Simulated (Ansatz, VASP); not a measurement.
## TaRu5: VASP beside Ansatz

```
Ta Ru
1.0
     4.78823    0.00000    0.00000
    -2.39412    4.14673    0.00000
     0.00000    0.00000    4.37481
Ta Ru
1 5
Direct
  0.00000 0.00000 0.50000
  0.00000 0.65379 0.00000
  0.65379 0.00000 0.00000
  0.34621 0.34621 0.00000
  0.33333 0.66667 0.50000
  0.66667 0.33333 0.50000
```

Alike in both runs: functional PBE; k mesh 12 × 12 × 8; occupations gaussian, width 0.1 eV; no spin polarisation.

Ansatz relaxed the structure, and its values are those at the end. VASP's run is a single point on that final structure, the one shown.

|  | VASP | Ansatz |
| --- | --- | --- |
| version | VASP 6.6.1 | Ansatz 0.2.0 |
| potentials or method | VASP PAW PBE potentials, release 64 (Ta_pv, Ru_pv), cutoff 520 eV | scalar-relativistic, plane waves, PAW |
| valence electrons in the cell | 81 | 93 |

|  | VASP | Ansatz | Ansatz less VASP |
| --- | --- | --- | --- |
| gap on the k mesh at the Fermi level (eV) | none | none | - |
| pressure (GPa) | 0.0 | 0.0 | -0.01 |
| rms of the force components (eV/Å) | 0.005 | 0.002 | -0.0028 |

A gap of «none» marks a metal or a gap that the smearing closes. The functional is the same, so the differences come from potentials, cutoffs and numerics. VASP's potentials hold 81 valence electrons a cell and Ansatz's 93, so a difference there can come from the potentials and not from the codes.

Spin-orbit coupling is off throughout.
